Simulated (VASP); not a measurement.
# Zn (P6_3/mmc) in VASP: single point with LDA

Aim: the single point of Zn with LDA.

Program: VASP 6.6.1. These are calculated values, not measurements. Logs are shortened: lines on timing, memory, paths and dates and some standing lists are left out, and cuts for length are marked.

## 1. The cell of the first run

It takes space group P6_3/mmc (No. 194, hexagonal). The conventional cell has a = 2.562 Å, b = 2.562 Å, c = 4.618 Å, α = 90.00°, β = 90.00°, γ = 120.00°. Zn (site symmetry -6m2) has 12 Zn at 2.56 to 2.74 Å within 3.4 Å.

## 2. Single point, LDA

Input file INCAR:

```
ALGO = Fast
EDIFF = 1E-7
ENCUT = 520
ISIF = 2
ISMEAR = 0
LASPH = T
LCHARG = F
LREAL = F
LWAVE = F
NBANDS = 19
NELM = 100
PREC = Accurate
SIGMA = 0.1
```

Input file KPOINTS:

```
k-points
0
Gamma
  57 57 28
```

Input file POSCAR:

```
Zn
1.0
    2.5623913007      0.0000000000      0.0000000000
   -1.2811956504      2.2190959609      0.0000000000
    0.0000000000      0.0000000000      4.6184809800
Zn
2
Direct
    0.3333333333      0.6666666667      0.2500000000
    0.6666666667      0.3333333333      0.7500000000
```

Potentials or basis: VASP PAW LDA potentials, release 64 (Zn).

Started as:

```
$ cat potpaw_LDA.64/Zn/POTCAR > POTCAR
$ mpirun -np 1 vasp_std > vasp.out
```

OUTCAR:

```text
EDIFF = 1E-7
   ENCUT = 520
   ISIF = 2
   ISMEAR = 0
   LASPH = T
   LREAL = F
   NELM = 100
   PREC = Accurate

 ion  position               nearest neighbor table
   1  0.333  0.667  0.250-   2 2.74   2 2.74   2 2.74   2 2.74   2 2.74   2 2.74
   2  0.667  0.333  0.750-   1 2.74   1 2.74   1 2.74   1 2.74   1 2.74   1 2.74

  LATTYP: Found a hexagonal cell.
 ALAT       =     2.5623913007
 C/A-ratio  =     1.8024104979

  Lattice vectors:

 A1 = (   2.5623913007,   0.0000000000,   0.0000000000)
 A2 = (  -1.2811956504,   2.2190959609,   0.0000000000)
 A3 = (   0.0000000000,   0.0000000000,   4.6184809800)

Analysis of symmetry for initial positions (statically):
=====================================================================
 Subroutine PRICEL returns:
 Original cell was already a primitive cell.

 Routine SETGRP: Setting up the symmetry group for a
 hexagonal supercell.

 Subroutine GETGRP returns: Found 24 space group operations
 (whereof 12 operations were pure point group operations)
 out of a pool of 24 trial point group operations.

The static configuration has the point symmetry D_3d.
 The point group associated with its full space group is D_6h.

Analysis of symmetry for dynamics (positions and initial velocities):
=====================================================================
 Subroutine PRICEL returns:
 Original cell was already a primitive cell.

 Routine SETGRP: Setting up the symmetry group for a
 hexagonal supercell.

 Subroutine GETGRP returns: Found 24 space group operations
 (whereof 12 operations were pure point group operations)
 out of a pool of 24 trial point group operations.

The dynamic configuration has the point symmetry D_3d.
 The point group associated with its full space group is D_6h.

 Subroutine INISYM returns: Found 24 space group operations
 (whereof 12 operations are pure point group operations),
 and found     1 'primitive' translations

----------------------------------------------------------------------------------------

                                     Primitive cell

  volume of cell :      26.2616

  direct lattice vectors                    reciprocal lattice vectors
     2.562391301  0.000000000  0.000000000     0.390260457  0.225316980  0.000000000
    -1.281195650  2.219095961  0.000000000     0.000000000  0.450633960  0.000000000
     0.000000000  0.000000000  4.618480980     0.000000000  0.000000000  0.216521407

  length of vectors
     2.562391301  2.562391301  4.618480980     0.450633960  0.450633960  0.216521407

  position of ions in fractional coordinates (direct lattice)
     0.333333333  0.666666667  0.250000000
     0.666666667  0.333333333  0.750000000

  ion indices of the primitive-cell ions
   primitive index   ion index
                 1           1
                 2           2

----------------------------------------------------------------------------------------

 KPOINTS: k-points

Automatic generation of k-mesh.
 Grid dimensions read from file:
 generate k-points for:   57   57   28

 Generating k-lattice:

  Cartesian coordinates                     Fractional coordinates (reciprocal lattice)
     0.006846675  0.003952929  0.000000000     0.017543860  0.000000000  0.000000000
     0.000000000  0.007905859  0.000000000     0.000000000  0.017543860  0.000000000
     0.000000000  0.000000000  0.007732907     0.000000000  0.000000000  0.035714286

  Length of vectors
     0.007905859  0.007905859  0.007732907

  Shift w.r.t. Gamma in fractional coordinates (k-lattice)
     0.000000000  0.000000000  0.000000000

 Subroutine IBZKPT returns following result:
 ===========================================

 Found   4500 irreducible k-points:

 Following reciprocal coordinates:
            Coordinates               Weight
  0.000000  0.000000  0.000000      1.000000
  0.017544  0.000000  0.000000      6.000000
  0.035088  0.000000  0.000000      6.000000
  0.052632  0.000000  0.000000      6.000000
  0.070175  0.000000  0.000000      6.000000
  0.087719  0.000000  0.000000      6.000000
[... 16 lines left out ...]
  0.385965  0.000000  0.000000      6.000000
  0.403509  0.000000  0.000000      6.000000
 [... further k-points ...]
   k-points           NKPTS =   4500   k-points in BZ     NKDIM =   4500   number of bands    NBANDS=     19
   number of dos      NEDOS =    301   number of ions     NIONS =      2
   total plane-waves  NPLWV =  14400
   dimension x,y,z NGX =    20 NGY =   20 NGZ =   36
   dimension x,y,z NGXF=    40 NGYF=   40 NGZF=   72
   ions per type =               2
   NGX,Y,Z   is equivalent  to a cutoff of  12.98, 12.98, 12.96 a.u.
   NGXF,Y,Z  is equivalent  to a cutoff of  25.95, 25.95, 25.92 a.u.
 SYSTEM =  unknown system
   PREC   = accura    normal or accurate (medium, high low for compatibility)
   ISTART =      0    job   : 0-new  1-cont  2-samecut
   ICHARG =      2    charge: 1-file 2-atom 10-const
   ISPIN  =      1    spin polarized calculation?
   LNONCOLLINEAR =      F non collinear calculations
   LSORBIT =      F    spin-orbit coupling
   LASPH  =      T    aspherical Exc in radial PAW
   ENCUT  =  520.0 eV  38.22 Ry    6.18 a.u.   4.76  4.76  8.59*2*pi/ulx,y,z
   NELM   =    100;   NELMIN=  2; NELMDL= -5     # of ELM steps
   EDIFF  = 0.1E-06   stopping-criterion for ELM
   LREAL  =      F    real-space projection
   EDIFFG = 0.1E-05   stopping-criterion for IOM
   NSW    =      0    number of steps for IOM
   IBRION =     -1    ionic relax: 0-MD 1-quasi-New 2-CG
   NFREE  =      0    steps in history (QN), initial steepest desc. (CG)
   ISIF   =      2    stress and relaxation
   ISYM   =      2    0-nonsym 1-usesym 2-fastsym
   POTIM  = 0.5000    time-step for ionic-motion
   TEBEG  =    0.0;   TEEND  =   0.0 temperature during run
   PSTRESS=    0.0 pullay stress
   NELECT =      24.0000    total number of electrons
   NUPDOWN=      -1.0000    fix difference up-down
   EMIN   =  10.00;   EMAX   =-10.00  energy-range for DOS
   EFERMI =   0.00;   METHOD = LEGACY
   ISMEAR =     0;   SIGMA  =   0.10  broadening in eV -4-tet -1-fermi 0-gaus
   EFERMI_NEDOS =   21; number of points for ismear=-14 and -15
   IALGO  =     68    algorithm
   IMIX   =      4    mixing-type and parameters
     AMIX     =   0.40;   BMIX     =  1.00
     AMIX_MAG =   1.60;   BMIX_MAG =  1.00
  volume/ion in A,a.u.               =      13.13        88.61
  Fermi-wavevector in a.u.,A,eV,Ry     =   1.588687  3.002183 34.340104  2.523926
  Thomas-Fermi vector in A             =   2.687652
   LORBIT       =      0    0 simple, 1 ext, 2 COOP (PROOUT), +10 PAW based schemes
   GGA     = CA    functional components
   LHFCALC =     F    Hartree Fock is set to
   AEXX    =    0.0000 exact exchange contribution
   IVDW    =     0    specifies the selected vdW correction
   LEPSILON=     F    determine dielectric tensor
   LRPA    =     F    only Hartree local field effects (RPA)
 non-spin polarized calculation
 RMM-DIIS sequential band-by-band and
 Gauss-broadening in eV      SIGMA  =   0.10
  energy-cutoff  :      520.00
  volume of cell :       26.26
 maximum number of plane-waves:       726
 NGX is ok and might be reduce to    20
   NGX =  9   NGY =  9   NGZ = 17

 number of electron      23.9999980 magnetization

 Free energy of the ion-electron system (eV)
  ---------------------------------------------------
  ext. energy  EPLUGINS =         0.00000000
  ---------------------------------------------------
  free energy    TOTEN  =        -3.74296064 eV

  energy without entropy =       -3.74109125  energy(sigma->0) =       -3.74202594

 E-fermi :   4.0766     XC(G=0): -12.6945

 val. band max:        4.0760681197   @ k =   0.1930   0.0000   0.1429
 cond. band min:       4.0769797419   @ k =   0.3684   0.0351   0.0357
 fundamental gap:      0.0009116222
 Fermi energy:         4.0765943342

 k-point     1 :       0.0000    0.0000    0.0000
  band No.  band energies     occupation
      1      -7.6129      2.00000
      2      -5.3267      2.00000
      3      -4.3980      2.00000
      4      -4.1475      2.00000
      5      -4.1475      2.00000
      6      -4.0704      2.00000
[... 11 lines left out ...]
     18      24.4544      0.00000
     19      24.5214      0.00000

 k-point     2 :       0.0175    0.0000    0.0000
  band No.  band energies     occupation
      1      -7.6030      2.00000
      2      -5.3220      2.00000
      3      -4.3970      2.00000
      4      -4.1485      2.00000
      5      -4.1448      2.00000
      6      -4.0717      2.00000
[... 11 lines left out ...]
     18      24.3184      0.00000
     19      24.6599      0.00000

 k-point     3 :       0.0351    0.0000    0.0000
  band No.  band energies     occupation
      1      -7.5733      2.00000
      2      -5.3079      2.00000
      3      -4.3941      2.00000
      4      -4.1515      2.00000
      5      -4.1367      2.00000
      6      -4.0756      2.00000
[... 11 lines left out ...]
     18      24.2569      0.00000
     19      24.9853      0.00000

 k-point     4 :       0.0526    0.0000    0.0000
  band No.  band energies     occupation
      1      -7.5239      2.00000
      2      -5.2848      2.00000
      3      -4.3896      2.00000
      4      -4.1561      2.00000
      5      -4.1234      2.00000
      6      -4.0817      2.00000
[... 11 lines left out ...]
     18      24.2060      0.00000
     19      25.4350      0.00000

 k-point     5 :       0.0702    0.0000    0.0000
  band No.  band energies     occupation
      1      -7.4550      2.00000
      2      -5.2532      2.00000
      3      -4.3841      2.00000
      4      -4.1616      2.00000
      5      -4.1050      2.00000
      6      -4.0895      2.00000
[... 11 lines left out ...]
     18      24.1344      0.00000
     19      25.9850      0.00000
[... 334 lines left out ...]
      2      -4.9340      2.00000
      3      -4.6588      2.00000
      4      -4.1208      2.00000
      5      -4.0432      2.00000
      6      -3.9561      2.00000
[... 11 lines left out ...]
     18      19.8079      0.00000
     19      22.0259      0.00000

 k-point    22 :       0.3684    0.0000    0.0000
  band No.  band energies     occupation
      1      -5.0741      2.00000
      2      -4.9503      2.00000
      3      -4.6961      2.00000
      4      -4.0906      2.00000
      5      -4.0643      2.00000
      6      -3.9683      2.00000
[... 11 lines left out ...]
     18      19.7177      0.00000
     19      21.8160      0.00000

 k-point    23 :       0.3860    0.0000    0.0000
  band No.  band energies     occupation
      1      -5.0646      2.00000
      2      -4.9630      2.00000
      3      -4.7287      2.00000
      4      -4.0833      2.00000
      5      -4.0629      2.00000
      6      -3.9792      2.00000
[... 11 lines left out ...]
     18      19.6392      0.00000
     19      21.6309      0.00000

 k-point    24 :       0.4035    0.0000    0.0000
  band No.  band energies     occupation
      1      -5.0653      2.00000
      2      -4.9723      2.00000
      3      -4.7566      2.00000
      4      -4.1000      2.00000
      5      -4.0384      2.00000
      6      -3.9887      2.00000
[... 11 lines left out ...]
     18      19.5722      0.00000
     19      21.4710      0.00000

 [... further k-points ...]
[... 5 lines left out ...]
  --------------------------------------------------------------------------------------
  -------------------------------------------------------------------------------------
  Total        0.6410214      0.6410214      0.5857173     -0.0000000     -0.0000000      0.0000000
  in kB       39.1077132     39.1077133     35.7336984     -0.0000000     -0.0000000      0.0000000
  external PRESSURE =      37.9830416 kB  Pullay stress =       0.0000000 kB

 VOLUME and BASIS-vectors are now :
 -----------------------------------------------------------------------------
  energy-cutoff  :      520.00
  volume of cell :       26.26
      direct lattice vectors                 reciprocal lattice vectors
     2.562391301  0.000000000  0.000000000     0.390260457  0.225316980  0.000000000
    -1.281195650  2.219095961  0.000000000     0.000000000  0.450633960  0.000000000
     0.000000000  0.000000000  4.618480980     0.000000000  0.000000000  0.216521407

 POSITION                                       TOTAL-FORCE (eV/Angst)
 -----------------------------------------------------------------------------------
     -0.00000      1.47940      1.15462         0.000000     -0.000000      0.000000
      1.28120      0.73970      3.46386        -0.000000      0.000000      0.000000
 -----------------------------------------------------------------------------------
    total drift:                               -0.000000      0.000000      0.000000

  FREE ENERGIE OF THE ION-ELECTRON SYSTEM (eV)
  ---------------------------------------------------
  free  energy   TOTEN  =        -3.7429606381 eV

  energy  without entropy=       -3.7410912458  energy(sigma->0) =       -3.74202594
```

Wall time 55 min (1 thread of Oxide Virtual Turin-like, shared host); peak memory 1.6 GiB.

What came out:

- Free energy: -3.7430 eV
- Pressure: 3.8 GPa
- Band gap on the k mesh: zero (bands 12 and 13 overlap by 4.39 eV)

Levels at points of the mesh, in eV from the Fermi level:
| k point | band 9 | band 10 | band 11 | band 12 | band 13 | band 14 | band 15 | band 16 |
| --- | --- | --- | --- | --- | --- | --- | --- | --- |
| (0.00, 0.00, 0.00) | -7.77 | -7.46 | -7.46 | -4.28 | -2.64 | 15.99 | 18.59 | 18.59 |
| (0.00, 0.00, 0.50) | -7.58 | -7.58 | -7.58 | -7.58 | 5.65 | 5.65 | 20.13 | 20.13 |

Caveat: the cell stands under pressure.
